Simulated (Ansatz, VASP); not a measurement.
## Two plane-wave programs on Ta2Sn

```xyz
3
Lattice="-1.7789 1.7789 4.5728 1.7789 -1.7789 4.5728 1.7789 1.7789 -4.5728" Properties=species:S:1:pos:R:3 pbc="T T T"
Ta    0.0000    0.0000    6.1654
Ta    0.0000    0.0000    2.9803
Sn    0.0000    0.0000    0.0000
```

Alike in both runs: functional PBE; k mesh 18 × 18 × 18; occupations gaussian, width 0.1 eV; no spin polarisation.

Ansatz relaxed the structure, and its values are those at the end. VASP's run is a single point on that final structure, the one shown.

|  | VASP | Ansatz |
| --- | --- | --- |
| version | VASP 6.6.1 | Ansatz 0.2.0 |
| potentials or method | VASP PAW PBE potentials, release 64 (Ta_pv, Sn_d), cutoff 520 eV | scalar-relativistic, plane waves, PAW |
| valence electrons in the cell | 36 | 40 |

|  | VASP | Ansatz | Ansatz less VASP |
| --- | --- | --- | --- |
| gap on the k mesh at the Fermi level (eV) | none | none | - |
| pressure (GPa) | 0.1 | 0.0 | -0.06 |
| rms of the force components (eV/Å) | 0.006 | 0.002 | -0.0036 |

A gap of «none» marks a metal or a gap that the smearing closes. VASP's potentials hold 36 valence electrons a cell and Ansatz's 40, so a difference there can come from the potentials and not from the codes.

Neither program's run includes spin-orbit coupling.
